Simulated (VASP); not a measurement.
Rb: single point with PBE

The system is Rb, a slab with vacuum.

```
Rb
1.0
     5.08821    0.00000    0.00000
     0.00000    8.44206    0.00000
     0.00000    0.00000   31.75071
Rb
6
Direct
  0.00000 0.25000 0.31495
  0.00000 0.75000 0.40748
  0.50000 0.25000 0.45374
  0.50000 0.75000 0.54137
  0.00000 0.25000 0.59431
  0.00000 0.75000 0.67431
```

| Property | Result |
| --- | --- |
| Program | VASP 6.6.1 |
| Task | single point |
| Functional | PBE |
| Potentials or basis | VASP PAW PBE potentials, release 64 (Rb_sv) |
| Cutoff | 520 eV |
| k mesh | 5 × 3 × 1 |
| Occupations | gaussian, width 0.1 eV |
| Spin | no spin polarisation |
| Dipole correction | yes |
| Further INCAR settings | ALGO = Normal; EDIFF = 1e-06; NBANDS = 36 |

| Quantity | Value |
| --- | --- |
| Largest force | 0.056 eV/Å |
| Band gap on the k mesh | zero (band 27 reaches -0.89 eV, above the bottom of band 28 at -1.66 eV) |

Forces on the atoms (eV/Å):
```
Rb   0.000  0.000  0.051
Rb   0.000  0.000 -0.056
Rb   0.000  0.000 -0.006
Rb   0.000  0.000  0.011
Rb   0.000  0.000 -0.001
Rb   0.000  0.000  0.000
```

Levels at points of the mesh, in eV from the Fermi level:
| k point | band 24 | band 25 | band 26 | band 27 | band 28 | band 29 | band 30 | band 31 |
| --- | --- | --- | --- | --- | --- | --- | --- | --- |
| (0.00, 0.00, 0.00) | -12.98 | -1.77 | -1.25 | -0.54 | 0.08 | 0.33 | 0.65 | 0.85 |

Run time: 9 min on 1 thread of Intel(R) Xeon(R) Platinum 8488C (Sapphire Rapids), with other jobs on the host, peak memory 1.1 GiB.
